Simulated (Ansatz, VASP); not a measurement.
**InAs5: VASP beside Ansatz**

```
In As
1.0
     5.51043    0.00000    0.00000
    -2.75522    4.77217    0.00000
     0.00000    0.00000    5.07571
In As
1 5
Direct
  0.00000 0.00000 0.00000
  0.33333 0.66667 0.00000
  0.66667 0.33333 0.00000
  0.50000 0.00000 0.50000
  0.50000 0.50000 0.50000
  0.00000 0.50000 0.50000
```

Change from the starting cell: species swapped into the HoFe5 type (P6/mmm, No. 191).

Alike in both runs: functional PBE; k mesh 12 × 12 × 8; occupations gaussian, width 0.1 eV; no spin polarisation.

Ansatz relaxed the structure, and its values are those at the end. VASP's run is a single point on that final structure, the one shown.

|  | VASP | Ansatz |
| --- | --- | --- |
| version | VASP 6.6.1 | Ansatz 0.2.0 |
| potentials or method | VASP PAW PBE potentials, release 64 (In_d, As), cutoff 520 eV | scalar-relativistic, plane waves, PAW |
| valence electrons in the cell | 38 | 88 |

|  | VASP | Ansatz | Ansatz less VASP |
| --- | --- | --- | --- |
| gap on the k mesh at the Fermi level (eV) | none | none | - |
| pressure (GPa) | 0.0 | 0.0 | -0.05 |

A gap of «none» marks a metal or a gap that the smearing closes. The functional is the same, so the differences come from potentials, cutoffs and numerics. VASP's potentials hold 38 valence electrons a cell and Ansatz's 88, so a difference there can come from the potentials and not from the codes.
